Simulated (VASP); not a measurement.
Ge:

```
Ge
1.0
     2.94135   -3.74673    0.00000
     2.94135    3.74673    0.00000
     0.00000    0.00000    3.52216
Ge
4
Cartesian
  1.4656 0.0000 0.0000
  4.4171 0.0000 0.0000
  2.9413 -1.9611 1.7611
  2.9413 1.9611 1.7611
```

The cell was generated, and may not be a known phase.

- Program: VASP 6.6.1
- Task: relaxation of cell and atoms
- Functional: PBE
- Potentials or basis: VASP PAW PBE potentials, release 64 (Ge_d)
- Cutoff: 600 eV
- k mesh: 4 × 4 × 6
- Occupations: gaussian, width 0.1 eV
- Spin: no spin polarisation

At the start: pressure 0.3 GPa; volume 19.41 Å³/atom.

How do energy, volume and symmetry change on relaxing?

Over 25 steps the energy falls by 21.4 meV/atom and the volume is 19.42 Å³/atom (+0.1 %); space group Cmmm (No. 65, to 0.1 Å) before, Immm (No. 71, to 0.1 Å).

The path:
| step | energy change (eV) | largest force (eV/Å) | pressure (GPa) | volume (Å³) |
| --- | --- | --- | --- | --- |
| 1 | 0.0000 | 0.1154 | 0.28 | 77.63 |
| 2 | -0.0079 | 0.1039 | -0.23 | 78.00 |
| 3 | -0.0092 | 0.1042 | -0.49 | 78.21 |
| 4 | -0.0155 | 0.0898 | -0.03 | 77.66 |
| 5 | -0.0298 | 0.0384 | 1.59 | 76.00 |
| 6 | 0.0205 | 0.3673 | 5.21 | 72.66 |
| 7 | -0.0306 | 0.0655 | 1.87 | 75.74 |
| 8 | -0.0318 | 0.0757 | 1.90 | 75.70 |
| 9 | -0.0352 | 0.1048 | 2.08 | 75.58 |
| 10 | -0.0441 | 0.1651 | 2.26 | 75.33 |
| 11 | -0.0454 | 0.2731 | 2.78 | 74.82 |
| 12 | -0.0494 | 0.2276 | 2.55 | 75.06 |
| 13 | -0.0553 | 0.2298 | 2.25 | 75.31 |
| 14 | -0.0655 | 0.2289 | 1.50 | 76.07 |
| 15 | -0.0535 | 0.1991 | 0.19 | 77.58 |
| 16 | -0.0668 | 0.2257 | 1.05 | 76.45 |
| 17 | -0.0697 | 0.2157 | 0.96 | 76.65 |
| 18 | -0.0759 | 0.1841 | 0.34 | 77.24 |
| 19 | -0.0773 | 0.1203 | -0.71 | 78.44 |
| 20 | -0.0784 | 0.1460 | -0.32 | 77.96 |
| 21 | -0.0802 | 0.1292 | -0.24 | 77.91 |
| 22 | -0.0841 | 0.0769 | -0.12 | 77.75 |
| 23 | -0.0842 | 0.0566 | 0.14 | 77.42 |
| 24 | -0.0855 | 0.0238 | 0.08 | 77.58 |
| 25 | -0.0858 | 0.0226 | -0.12 | 77.68 |

Final structure:
```
Ge
1.0
     3.06098   -3.85204    0.00000
     3.06098    3.85204    0.00000
     0.00000    0.00000    3.29386
Ge
4
Direct
  0.25385 0.25385 0.00000
  0.74615 0.74615 0.00000
  0.75461 0.24539 0.50000
  0.24539 0.75461 0.50000
```
